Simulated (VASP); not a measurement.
# SnPb3Se4 (P4/mmm) in VASP: single point with PBE

Aim: the single point of SnPb3Se4 with PBE.

All numbers are computed with VASP 6.6.1; they aren't measurements. Logs are shortened: lines on timing, memory, paths and dates and some standing lists are left out, and cuts for length are marked.

### 1 The cell of the first run

It takes space group P4/mmm (No. 123, tetragonal). The conventional cell has a = 4.358 Å, b = 4.358 Å, c = 12.326 Å, α = 90.00°, β = 90.00°, γ = 90.00°. Sn (site symmetry 4/mmm) has 6 Se at 3.08 Å within 4.1 Å. Pb (site symmetry 4/mmm) has 6 Se at 3.08 Å within 4.1 Å. Within 4.1 Å of Pb (site symmetry 4mm) lie 6 Se at 3.08 Å. Se (site symmetry 4mm) has 1 Sn at 3.08 Å and 5 Pb at 3.08 Å within 4.1 Å. Se (site symmetry 4/mmm) has 2 Pb at 3.08 Å and 4 Sn at 3.08 Å within 4.1 Å. Within 4.1 Å of Se (site symmetry 4/mmm) lie 6 Pb at 3.08 Å.

### 2 Single point, PBE

File INCAR:

```
SYSTEM = SnPb3Se4
PREC = Accurate ; ENCUT = 520
EDIFF = 1E-7 ; ISMEAR = 0
SIGMA = 0.1 ; LREAL = .FALSE.
LASPH = .TRUE. ; NELM = 100
ALGO = Normal ; ISIF = 2
LWAVE = .FALSE. ; LCHARG = .FALSE.
GGA = PE ; NBANDS = 50
```

File KPOINTS:

```
regular mesh
0
G
  4 4 2
  0 0 0
```

File POSCAR:

```
SnPb3Se4
1.0
    4.3577988800      0.0000000000      0.0000000000
    0.0000000000      4.3577988800      0.0000000000
    0.0000000000      0.0000000000     12.3257165500
Sn Pb Se
1 3 4
Direct
    0.0000000000      0.0000000000      0.5000000000
    0.0000000000      0.0000000000      0.0000000000
    0.5000000000      0.5000000000      0.2500000000
    0.5000000000      0.5000000000      0.7500000000
    0.0000000000      0.0000000000      0.2500000000
    0.5000000000      0.5000000000      0.5000000000
    0.0000000000      0.0000000000      0.7500000000
    0.5000000000      0.5000000000      0.0000000000
```

Potentials or basis: VASP PAW PBE potentials, release 64 (Sn_d, Pb_d, Se).

Run with:

```sh
$ cat potpaw_PBE.64/Sn_d/POTCAR potpaw_PBE.64/Pb_d/POTCAR potpaw_PBE.64/Se/POTCAR > POTCAR
$ mpirun -np 1 vasp_std > vasp.out
```

OUTCAR:

```text
SYSTEM = SnPb3Se4
   PREC = Accurate
   ENCUT = 520
   EDIFF = 1E-7
   ISMEAR = 0
   LREAL = .FALSE.
   LASPH = .TRUE.
   NELM = 100
   ISIF = 2
   GGA = PE

 ion  position               nearest neighbor table
   1  0.000  0.000  0.500-   5 3.08   7 3.08   6 3.08   6 3.08   6 3.08   6 3.08
   2  0.000  0.000  0.000-   5 3.08   7 3.08   8 3.08   8 3.08   8 3.08   8 3.08
   3  0.500  0.500  0.250-   6 3.08   8 3.08   5 3.08   5 3.08   5 3.08   5 3.08
   4  0.500  0.500  0.750-   6 3.08   8 3.08   7 3.08   7 3.08   7 3.08   7 3.08
   5  0.000  0.000  0.250-   1 3.08   2 3.08   3 3.08   3 3.08   3 3.08   3 3.08
   6  0.500  0.500  0.500-   3 3.08   4 3.08   1 3.08   1 3.08   1 3.08   1 3.08
   7  0.000  0.000  0.750-   1 3.08   2 3.08   4 3.08   4 3.08   4 3.08   4 3.08
   8  0.500  0.500  0.000-   3 3.08   4 3.08   2 3.08   2 3.08   2 3.08   2 3.08

  LATTYP: Found a simple tetragonal cell.
 ALAT       =     4.3577988800
 C/A-ratio  =     2.8284271233

  Lattice vectors:

 A1 = (   4.3577988800,   0.0000000000,   0.0000000000)
 A2 = (   0.0000000000,   4.3577988800,   0.0000000000)
 A3 = (   0.0000000000,   0.0000000000,  12.3257165500)

Analysis of symmetry for initial positions (statically):
=====================================================================
 Subroutine PRICEL returns:
 Original cell was already a primitive cell.

 Routine SETGRP: Setting up the symmetry group for a
 simple tetragonal supercell.

 Subroutine GETGRP returns: Found 16 space group operations
 (whereof 16 operations were pure point group operations)
 out of a pool of 16 trial point group operations.

The static configuration has the point symmetry D_4h.

Analysis of symmetry for dynamics (positions and initial velocities):
=====================================================================
 Subroutine PRICEL returns:
 Original cell was already a primitive cell.

 Routine SETGRP: Setting up the symmetry group for a
 simple tetragonal supercell.

 Subroutine GETGRP returns: Found 16 space group operations
 (whereof 16 operations were pure point group operations)
 out of a pool of 16 trial point group operations.

The dynamic configuration has the point symmetry D_4h.

 Subroutine INISYM returns: Found 16 space group operations
 (whereof 16 operations are pure point group operations),
 and found     1 'primitive' translations

----------------------------------------------------------------------------------------

                                     Primitive cell

[... 95 lines left out ...]
   ISIF   =      2    stress and relaxation
   ISYM   =      2    0-nonsym 1-usesym 2-fastsym
   POTIM  = 0.5000    time-step for ionic-motion
   TEBEG  =    0.0;   TEEND  =   0.0 temperature during run
   PSTRESS=    0.0 pullay stress
   NELECT =      80.0000    total number of electrons
   NUPDOWN=      -1.0000    fix difference up-down
   EMIN   =  10.00;   EMAX   =-10.00  energy-range for DOS
   EFERMI =   0.00;   METHOD = LEGACY
   ISMEAR =     0;   SIGMA  =   0.10  broadening in eV -4-tet -1-fermi 0-gaus
   EFERMI_NEDOS =   21; number of points for ismear=-14 and -15
   IALGO  =     38    algorithm
   IMIX   =      4    mixing-type and parameters
     AMIX     =   0.40;   BMIX     =  1.00
     AMIX_MAG =   1.60;   BMIX_MAG =  1.00
  volume/ion in A,a.u.               =      29.26       197.45
  Fermi-wavevector in a.u.,A,eV,Ry     =   1.144606  2.162992 17.825301  1.310123
  Thomas-Fermi vector in A             =   2.281297
   LORBIT       =      0    0 simple, 1 ext, 2 COOP (PROOUT), +10 PAW based schemes
   GGA     = PE    functional components
   LHFCALC =     F    Hartree Fock is set to
   AEXX    =    0.0000 exact exchange contribution
   IVDW    =     0    specifies the selected vdW correction
   LEPSILON=     F    determine dielectric tensor
   LRPA    =     F    only Hartree local field effects (RPA)
 non-spin polarized calculation
 Gauss-broadening in eV      SIGMA  =   0.10
  energy-cutoff  :      520.00
  volume of cell :      234.07
 maximum number of plane-waves:      6384
   NGX = 17   NGY = 17   NGZ = 45

 number of electron      79.9999993 magnetization

 Free energy of the ion-electron system (eV)
  ---------------------------------------------------
  ext. energy  EPLUGINS =         0.00000000
  ---------------------------------------------------
  free energy    TOTEN  =       -32.71989577 eV

  energy without entropy =      -32.71050537  energy(sigma->0) =      -32.71520057

 E-fermi :   5.0512     XC(G=0):  -9.4029

 val. band max:        4.7372542928   @ k =   0.5000   0.0000   0.0000
 cond. band min:       5.0608416462   @ k =   0.5000   0.0000   0.0000
 fundamental gap:      0.3235873534
 Fermi energy:         5.0511692455

 k-point     1 :       0.0000    0.0000    0.0000
  band No.  band energies     occupation
      1     -16.7240      2.00000
      2     -16.7199      2.00000
      3     -16.7137      2.00000
      4     -16.7137      2.00000
      5     -16.7104      2.00000
      6     -12.1102      2.00000
[... 625 lines left out ...]
     49      10.2578      0.00000
     50      10.3525      0.00000

------------------------ aborting loop because EDIFF is reached ----------------------------------------

  FORCE on cell =-STRESS in cart. coord.  units (eV):
  Direction    XX          YY          ZZ          XY          YZ          ZX
  --------------------------------------------------------------------------------------
  -------------------------------------------------------------------------------------
  Total        0.4679261      0.4679261      0.4027660      0.0000000     -0.0000000      0.0000000
  in kB        3.2028844      3.2028844      2.7568738      0.0000000     -0.0000000      0.0000000
  external PRESSURE =       3.0542142 kB  Pullay stress =       0.0000000 kB

 VOLUME and BASIS-vectors are now :
 -----------------------------------------------------------------------------
  energy-cutoff  :      520.00
  volume of cell :      234.07
      direct lattice vectors                 reciprocal lattice vectors
     4.357798880  0.000000000  0.000000000     0.229473647  0.000000000  0.000000000
     0.000000000  4.357798880  0.000000000     0.000000000  0.229473647  0.000000000
     0.000000000  0.000000000 12.325716550     0.000000000  0.000000000  0.081131186

 POSITION                                       TOTAL-FORCE (eV/Angst)
 -----------------------------------------------------------------------------------
      0.00000      0.00000      6.16286        -0.000000     -0.000000      0.000000
      0.00000      0.00000      0.00000        -0.000000     -0.000000      0.000000
      2.17890      2.17890      3.08143         0.000000     -0.000000     -0.005335
      2.17890      2.17890      9.24429        -0.000000      0.000000      0.005335
      0.00000      0.00000      3.08143        -0.000000     -0.000000      0.201306
      2.17890      2.17890      6.16286        -0.000000     -0.000000      0.000000
      0.00000      0.00000      9.24429        -0.000000     -0.000000     -0.201306
      2.17890      2.17890      0.00000        -0.000000     -0.000000      0.000000
 -----------------------------------------------------------------------------------
    total drift:                                0.000000     -0.000000      0.000000

  FREE ENERGIE OF THE ION-ELECTRON SYSTEM (eV)
  ---------------------------------------------------
  free  energy   TOTEN  =       -32.7198957744 eV

  energy  without entropy=      -32.7105053742  energy(sigma->0) =      -32.71520057
```

OSZICAR:

```text
N       E                     dE             d eps       ncg     rms          rms(c)
DAV:   1     0.918911557162E+03    0.91891E+03   -0.35577E+04  1200   0.175E+03
DAV:   2     0.112695387346E+03   -0.80622E+03   -0.78078E+03  1200   0.490E+02
DAV:   3    -0.235214774904E+02   -0.13622E+03   -0.12863E+03  1510   0.212E+02
DAV:   4    -0.333939613822E+02   -0.98725E+01   -0.96616E+01  1454   0.558E+01
DAV:   5    -0.338392306631E+02   -0.44527E+00   -0.44301E+00  1674   0.123E+01    0.554E+00
DAV:   6    -0.327058296325E+02    0.11334E+01   -0.22145E+00  1596   0.742E+00    0.312E+00
DAV:   7    -0.327125957720E+02   -0.67661E-02   -0.67569E-01  1672   0.264E+00    0.168E+00
DAV:   8    -0.327223863968E+02   -0.97906E-02   -0.74250E-02  1600   0.191E+00    0.293E-01
DAV:   9    -0.327192568770E+02    0.31295E-02   -0.12180E-02  1612   0.776E-01    0.111E-01
DAV:  10    -0.327198065742E+02   -0.54970E-03   -0.18101E-03  1558   0.190E-01    0.509E-02
DAV:  11    -0.327198934509E+02   -0.86877E-04   -0.15100E-04  1580   0.897E-02    0.115E-02
DAV:  12    -0.327198957424E+02   -0.22915E-05   -0.22205E-05  1514   0.368E-02    0.424E-03
DAV:  13    -0.327198959642E+02   -0.22179E-06   -0.10033E-06  1576   0.989E-03    0.187E-03
DAV:  14    -0.327198957104E+02    0.25386E-06   -0.44666E-07  1160   0.367E-03    0.776E-04
DAV:  15    -0.327198957744E+02   -0.64058E-07   -0.17552E-08   874   0.120E-03
   1 F= -.32719896E+02 E0= -.32715201E+02  d E =-.939040E-02
```

Wall time 61 s (1 thread of Intel Xeon 6975P-C (Granite Rapids), shared host); peak memory 0.37 GiB.

Results:

* Free energy: -32.7199 eV
* Pressure: 0.3 GPa
* Largest force: 0.201 eV/Å

Forces on the atoms (eV/Å):
```
Sn   0.000  0.000  0.000
Pb   0.000  0.000  0.000
Pb   0.000  0.000 -0.005
Pb   0.000  0.000  0.005
Se   0.000  0.000  0.201
Se   0.000  0.000  0.000
Se   0.000  0.000 -0.201
Se   0.000  0.000  0.000
```

Caveat: the k points lie up to 0.36 Å⁻¹ apart; spin-orbit coupling is left out, which moves the levels of the heavy elements.
